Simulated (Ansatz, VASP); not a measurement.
## One calculation of Cd, two programs

```
Cd
1.0
     2.93831    0.00000    0.00000
    -1.46916    2.54465    0.00000
     0.00000    0.00000    5.67479
Cd
2
Direct
  0.33333 0.66667 0.25000
  0.66667 0.33333 0.75000
```

Alike in both runs: functional PBEsol; k mesh 14 × 14 × 6; occupations fermi-dirac, width 0.1 eV; no spin polarisation.

Ansatz relaxed the structure, and its values are those at the end. VASP's run is a single point on that final structure, the one shown.

|  | VASP | Ansatz |
| --- | --- | --- |
| version | VASP 6.6.1 | Ansatz 0.2.0 |
| potentials or method | VASP PAW PBE potentials, release 64 (Cd) | PAW with Ansatz's default frozen-core files, scalar-relativistic |
| plane-wave cutoff (eV) | 520 | 420 |
| valence electrons in the cell | 24 | 40 |

Ansatz gave:

```
pressure (GPa) : 0.0
```

**Question.** What did VASP give for the same quantities?

**Answer.** Pressure (GPa): 0.4.

VASP's potentials were made for PBE, not for PBEsol. VASP's potentials hold 24 valence electrons a cell and Ansatz's 40, so a difference there can come from the potentials and not from the codes.
